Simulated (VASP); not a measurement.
# PbS (Galena) (Fm-3m) in VASP: settings compared

PbS (Galena) is run at these levels: PBEsol, PBE, r2SCAN; tasks: single point.

Program: VASP 6.6.1. These are calculated values, not measurements. Logs are shortened: lines on timing, memory, paths and dates and some standing lists are left out, and cuts for length are marked.

## Step 1: The cell of the first run

It takes space group Fm-3m (No. 225, cubic). Conventional cell: a = 5.903 Å, b = 5.903 Å, c = 5.903 Å, α = 90.00°, β = 90.00°, γ = 90.00°. Within 3.9 Å of Pb (site symmetry m-3m) lie 6 S at 2.95 Å. Within 3.9 Å of S (site symmetry m-3m) lie 6 Pb at 2.95 Å.

## Step 2: Single point, PBEsol

INCAR

```
PREC     = Accurate       # precision mode
ENCUT    = 520            # plane-wave cutoff, eV
EDIFF    = 1E-6           # SCF threshold, eV
ISMEAR   = -1             # smearing method
SIGMA    = 0.02           # smearing width, eV
LREAL    = F              # projectors in reciprocal space
LASPH    = T              # aspherical terms in the spheres
NELM     = 100            # most SCF steps
ALGO     = Normal         # electronic algorithm
ISIF     = 2              # what is computed and relaxed
LWAVE    = F              # write WAVECAR
LCHARG   = T              # write CHGCAR
GGA      = PS             # functional
LELF     = T              # ELF
LVHAR    = T            
NBANDS   = 17             # bands
```

KPOINTS

```
Automatic mesh
0
Gamma
  8 8 8
```

POSCAR

```
PbS
1.0
    0.0000000000      2.9516279652      2.9516279652
    2.9516279652      0.0000000000      2.9516279652
    2.9516279652      2.9516279652      0.0000000000
Pb S
1 1
Direct
    0.0000000000      0.0000000000      0.0000000000
    0.5000000000      0.5000000000      0.5000000000
```

Potentials or basis: VASP PAW PBE potentials, release 64 (Pb_d, S).

Launch:

```bash
$ cat potpaw_PBE.64/Pb_d/POTCAR potpaw_PBE.64/S/POTCAR > POTCAR
$ mpirun -np 1 vasp_std > vasp.out
```

OUTCAR:

```text
PREC = Accurate
   ENCUT = 520
   EDIFF = 1E-6
   ISMEAR = -1
   LREAL = F
   LASPH = T
   NELM = 100
   ISIF = 2
   GGA = PS

 ion  position               nearest neighbor table
   1  0.000  0.000  0.000-   2 2.95   2 2.95   2 2.95   2 2.95   2 2.95   2 2.95
   2  0.500  0.500  0.500-   1 2.95   1 2.95   1 2.95   1 2.95   1 2.95   1 2.95

  LATTYP: Found a face centered cubic cell.
 ALAT       =     5.9032559304

  Lattice vectors:

 A1 = (   0.0000000000,   2.9516279652,   2.9516279652)
 A2 = (   2.9516279652,   0.0000000000,   2.9516279652)
 A3 = (   2.9516279652,   2.9516279652,   0.0000000000)

Analysis of symmetry for initial positions (statically):
=====================================================================
 Subroutine PRICEL returns:
 Original cell was already a primitive cell.

 Routine SETGRP: Setting up the symmetry group for a
 face centered cubic supercell.

 Subroutine GETGRP returns: Found 48 space group operations
 (whereof 48 operations were pure point group operations)
 out of a pool of 48 trial point group operations.

The static configuration has the point symmetry O_h .

Analysis of symmetry for dynamics (positions and initial velocities):
=====================================================================
 Subroutine PRICEL returns:
 Original cell was already a primitive cell.

 Routine SETGRP: Setting up the symmetry group for a
 face centered cubic supercell.

 Subroutine GETGRP returns: Found 48 space group operations
 (whereof 48 operations were pure point group operations)
 out of a pool of 48 trial point group operations.

The dynamic configuration has the point symmetry O_h .

 Subroutine INISYM returns: Found 48 space group operations
 (whereof 48 operations are pure point group operations),
 and found     1 'primitive' translations

----------------------------------------------------------------------------------------

                                     Primitive cell

  volume of cell :      51.4298

  direct lattice vectors                    reciprocal lattice vectors
     0.000000000  2.951627965  2.951627965    -0.169398043  0.169398043  0.169398043
     2.951627965  0.000000000  2.951627965     0.169398043 -0.169398043  0.169398043
     2.951627965  2.951627965  0.000000000     0.169398043  0.169398043 -0.169398043

  length of vectors
[... 72 lines left out ...]
 SYSTEM =  unknown system
   PREC   = accura    normal or accurate (medium, high low for compatibility)
   ISTART =      0    job   : 0-new  1-cont  2-samecut
   ICHARG =      2    charge: 1-file 2-atom 10-const
   ISPIN  =      1    spin polarized calculation?
   LNONCOLLINEAR =      F non collinear calculations
   LSORBIT =      F    spin-orbit coupling
   LASPH  =      T    aspherical Exc in radial PAW
   ENCUT  =  520.0 eV  38.22 Ry    6.18 a.u.   7.76  7.76  7.76*2*pi/ulx,y,z
   NELM   =    100;   NELMIN=  2; NELMDL= -5     # of ELM steps
   EDIFF  = 0.1E-05   stopping-criterion for ELM
   LREAL  =      F    real-space projection
   EDIFFG = 0.1E-04   stopping-criterion for IOM
   NSW    =      0    number of steps for IOM
   IBRION =     -1    ionic relax: 0-MD 1-quasi-New 2-CG
   NFREE  =      0    steps in history (QN), initial steepest desc. (CG)
   ISIF   =      2    stress and relaxation
   ISYM   =      2    0-nonsym 1-usesym 2-fastsym
   POTIM  = 0.5000    time-step for ionic-motion
   TEBEG  =    0.0;   TEEND  =   0.0 temperature during run
   PSTRESS=    0.0 pullay stress
   NELECT =      20.0000    total number of electrons
   NUPDOWN=      -1.0000    fix difference up-down
   EMIN   =  10.00;   EMAX   =-10.00  energy-range for DOS
   EFERMI =   0.00;   METHOD = LEGACY
   ISMEAR =    -1;   SIGMA  =   0.02  broadening in eV -4-tet -1-fermi 0-gaus
   EFERMI_NEDOS =   21; number of points for ismear=-14 and -15
   IALGO  =     38    algorithm
   IMIX   =      4    mixing-type and parameters
     AMIX     =   0.40;   BMIX     =  1.00
     AMIX_MAG =   1.60;   BMIX_MAG =  1.00
  volume/ion in A,a.u.               =      25.71       173.53
  Fermi-wavevector in a.u.,A,eV,Ry     =   1.194941  2.258112 19.427549  1.427885
  Thomas-Fermi vector in A             =   2.330919
   LORBIT       =      0    0 simple, 1 ext, 2 COOP (PROOUT), +10 PAW based schemes
   GGA     = PS    functional components
   LHFCALC =     F    Hartree Fock is set to
   AEXX    =    0.0000 exact exchange contribution
   IVDW    =     0    specifies the selected vdW correction
   LEPSILON=     F    determine dielectric tensor
   LRPA    =     F    only Hartree local field effects (RPA)
 non-spin polarized calculation
  energy-cutoff  :      520.00
  volume of cell :       51.43
 maximum number of plane-waves:      1411
   NGX = 15   NGY = 15   NGZ = 15

 number of electron      19.9999997 magnetization

 Free energy of the ion-electron system (eV)
  ---------------------------------------------------
  ext. energy  EPLUGINS =         0.00000000
  ---------------------------------------------------
  free energy    TOTEN  =        -9.45747052 eV

  energy without entropy =       -9.45744553  energy(sigma->0) =       -9.45745803

 E-fermi :   5.9949     XC(G=0):  -9.9544

 val. band max:        5.8948013252   @ k =   0.5000   0.0000   0.0000
 cond. band min:       6.0950346350   @ k =   0.5000   0.0000   0.0000
 fundamental gap:      0.2002333098
 Fermi energy:         5.9949179737

 k-point     1 :       0.0000    0.0000    0.0000
  band No.  band energies     occupation
      1     -10.8892      2.00000
      2     -10.8892      2.00000
      3     -10.8892      2.00000
      4     -10.8763      2.00000
      5     -10.8763      2.00000
      6      -7.8567      2.00000
[... 457 lines left out ...]
      4     -10.8581      2.00000
      5     -10.8353      2.00000
      6      -6.3079      2.00000
[... 9 lines left out ...]
     16      16.7505      0.00000
     17      16.9679      0.00000

 [... further k-points ...]
[... 5 lines left out ...]
  --------------------------------------------------------------------------------------
  -------------------------------------------------------------------------------------
  Total       -0.0225915     -0.0225915     -0.0225915     -0.0000000      0.0000000      0.0000000
  in kB       -0.7037849     -0.7037849     -0.7037849     -0.0000000      0.0000000      0.0000000
  external PRESSURE =      -0.7037849 kB  Pullay stress =       0.0000000 kB

 VOLUME and BASIS-vectors are now :
 -----------------------------------------------------------------------------
  energy-cutoff  :      520.00
  volume of cell :       51.43
      direct lattice vectors                 reciprocal lattice vectors
     0.000000000  2.951627965  2.951627965    -0.169398043  0.169398043  0.169398043
     2.951627965  0.000000000  2.951627965     0.169398043 -0.169398043  0.169398043
     2.951627965  2.951627965  0.000000000     0.169398043  0.169398043 -0.169398043

 POSITION                                       TOTAL-FORCE (eV/Angst)
 -----------------------------------------------------------------------------------
      0.00000      0.00000      0.00000         0.000000      0.000000     -0.000000
      2.95163      2.95163      2.95163         0.000000      0.000000      0.000000
 -----------------------------------------------------------------------------------
    total drift:                                0.000000     -0.000000     -0.000000

  FREE ENERGIE OF THE ION-ELECTRON SYSTEM (eV)
  ---------------------------------------------------
  free  energy   TOTEN  =        -9.4574705247 eV

  energy  without entropy=       -9.4574455333  energy(sigma->0) =       -9.45745803
```

stdout:

```text
POSCAR found type information on POSCAR PbS
 POSCAR found :  2 types and       2 ions
 scaLAPACK will be used
 -----------------------------------------------------------------------------
|                                                                             |
|                                                                             |
|     You enforced a specific xc type in the INCAR file but a different       |
|     I HOPE YOU KNOW WHAT YOU ARE DOING!                                     |
|                                                                             |
 -----------------------------------------------------------------------------

 LDA part: xc-table for (Slater+PW92), standard interpolation
 POSCAR, INCAR and KPOINTS ok, starting setup
 FFT: planning ... GRIDC
 FFT: planning ... GRID_SOFT
 FFT: planning ... GRID
 WAVECAR not read
 entering main loop
```

It took 14 s on 1 thread of Intel Xeon Platinum 8488C (Sapphire Rapids), shared host; peak memory 0.18 GiB.

Results:

```
Free energy            : -9.4575 eV
Pressure               : -0.1 GPa
Band gap on the k mesh : 0.20 eV, direct
```

Levels at points of the mesh, in eV from the valence-band top:
```csv
k point,band 6,band 7,band 8,band 9,band 10,band 11,band 12,band 13,band 14,band 15
"(0.00, 0.00, 0.00)",-13.75,-6.05,-2.26,-2.26,-2.26,5.19,5.19,5.19,6.59,6.59
"(0.50, 0.00, 0.00)",-12.45,-9.00,-1.85,-1.85,0.00,0.20,1.85,1.85,8.49,10.05
"(0.50, 0.50, 0.00)",-11.98,-7.28,-5.40,-3.58,-3.58,3.64,5.56,5.68,5.68,11.17
```

Caveat: the PAW data sets were made with another functional, which shifts forces and pressure a little; spin-orbit coupling is left out, which moves the levels of the heavy elements. A k mesh can miss the band edges.

## Step 3: Single point, PBE

This run uses another cell than the first one, of 27.12 Å³/atom, 1.055 times its volume.

INCAR

```
SYSTEM = PbS
PREC = Accurate
ENCUT = 520
EDIFF = 1E-6
ISMEAR = -1
SIGMA = 0.02
LREAL = .False.
LASPH = .True.
NELM = 80
ALGO = Normal
ISIF = 2
LWAVE = .False.
LCHARG = .False.
GGA = PE
NBANDS = 17
```

KPOINTS

```
Automatic mesh
0
Gamma
  8 8 8
  0 0 0
```

POSCAR

```
PbS
1.0
    0.0000000000      3.0044521286      3.0044521286
    3.0044521286      0.0000000000      3.0044521286
    3.0044521286      3.0044521286      0.0000000000
Pb S
1 1
Direct
    0.0000000000      0.0000000000      0.0000000000
    0.5000000000      0.5000000000      0.5000000000
```

Potentials or basis: VASP PAW PBE potentials, release 64 (Pb_d, S).

Launch:

```bash
$ cat potpaw_PBE.64/Pb_d/POTCAR potpaw_PBE.64/S/POTCAR > POTCAR
$ mpirun -np 1 vasp_std > vasp.out
```

Run time: 16 s. Hardware: 1 thread of Intel Xeon Platinum 8488C (Sapphire Rapids), shared host; peak memory 0.18 GiB.

The run converged. Its results:

| Quantity | Value |
| --- | --- |
| Free energy | -8.7699 eV |
| Pressure | -0.1 GPa |
| Band gap on the k mesh | 0.50 eV, direct |

Levels at points of the mesh, in eV from the valence-band top:
| k point | band 8 | band 9 | band 10 | band 11 | band 12 | band 13 |
| --- | --- | --- | --- | --- | --- | --- |
| (0.00, 0.00, 0.00) | -1.94 | -1.94 | -1.94 | 5.14 | 5.14 | 5.14 |
| (0.50, 0.00, 0.00) | -1.58 | -1.58 | 0.00 | 0.50 | 2.08 | 2.08 |
| (0.50, 0.50, 0.00) | -4.83 | -3.15 | -3.15 | 4.07 | 5.48 | 5.57 |

Caveat: spin-orbit coupling is left out, which moves the levels of the heavy elements.

## Step 4: Single point, r2SCAN

This run uses another cell than the first one, of 25.07 Å³/atom, 0.975 times its volume.

POSCAR

```
PbS
1.0
    0.0000000000      2.9269025700      2.9269025700
    2.9269025700      0.0000000000      2.9269025700
    2.9269025700      2.9269025700      0.0000000000
Pb S
1 1
Direct
    0.0000000000      0.0000000000      0.0000000000
    0.5000000000      0.5000000000      0.5000000000
```

INCAR.step1

```
ALGO = Normal
EDIFF = 1E-4
ENCUT = 520
GGA = PE
ISMEAR = -1
LASPH = T
LCHARG = F
LREAL = F
LWAVE = T
NBANDS = 17
NELM = 80
PREC = Accurate
SIGMA = 0.02
```

INCAR.step2

```
ALGO = Normal
EDIFF = 1E-6
ENCUT = 520
ISIF = 2
ISMEAR = -1
ISTART = 1
LASPH = T
LCHARG = T
LELF = T
LMIXTAU = T
LREAL = F
LVHAR = T
LWAVE = F
METAGGA = R2SCAN
NBANDS = 17
NELM = 80
PREC = Accurate
SIGMA = 0.02
```

KPOINTS

```
k-points
0
Gamma
  8 8 8
```

Launch:

```bash
$ cat potpaw_PBE.64/Pb_d/POTCAR potpaw_PBE.64/S/POTCAR > POTCAR
$ cp INCAR.step1 INCAR
$ mpirun -np 1 vasp_std > vasp.out
$ cp INCAR.step2 INCAR
$ mpirun -np 1 vasp_std > vasp.out
```

Run time: 53 s. Hardware: 1 thread of Intel Xeon Platinum 8488C (Sapphire Rapids), shared host; peak memory 0.19 GiB.

Results (log left out):

```
Free energy            : -65.5734 eV
Pressure               : 4.0 GPa
Band gap on the k mesh : 0.46 eV, direct
```

Levels at points of the mesh, in eV from the valence-band top:
```
           k point  band 7  band 8  band 9  band 10  band 11  band 12  band 13  band 14
(0.00, 0.00, 0.00)   -6.09   -2.61   -2.61    -2.61     5.61     5.61     5.61     6.96
(0.50, 0.00, 0.00)   -9.44   -2.17   -2.17     0.00     0.46     2.02     2.02     9.16
(0.50, 0.50, 0.00)   -7.49   -5.82   -3.96    -3.96     3.90     6.09     6.19     6.19
```

Caveat: the PAW data sets were made with another functional, which shifts forces and pressure a little; spin-orbit coupling is left out, which moves the levels of the heavy elements.

## Step 5: Summary

| level | cell | gap on the mesh (eV) | pressure (GPa) |
| --- | --- | --- | --- |
| PBEsol | a = 4.174 Å, angles 60.0°, 2 atoms | 0.20 | -0.1 |
| PBE | a = 4.249 Å, angles 60.0°, 2 atoms | 0.50 | -0.1 |
| r2SCAN | a = 4.139 Å, angles 60.0°, 2 atoms | 0.46 | 4.0 |

Alike in all rows: task single point; potentials or basis VASP PAW PBE potentials, release 64 (Pb_d, S); no spin polarisation; k mesh 8 × 8 × 8; cutoff (eV) 520; smearing fermi-dirac 0.02 eV.

Caveats: spin-orbit coupling is left out, which moves the levels of the heavy elements; the PAW data sets were made with another functional, which shifts forces and pressure a little (some runs).

Absolute energies hang on the potentials; compare differences alone.
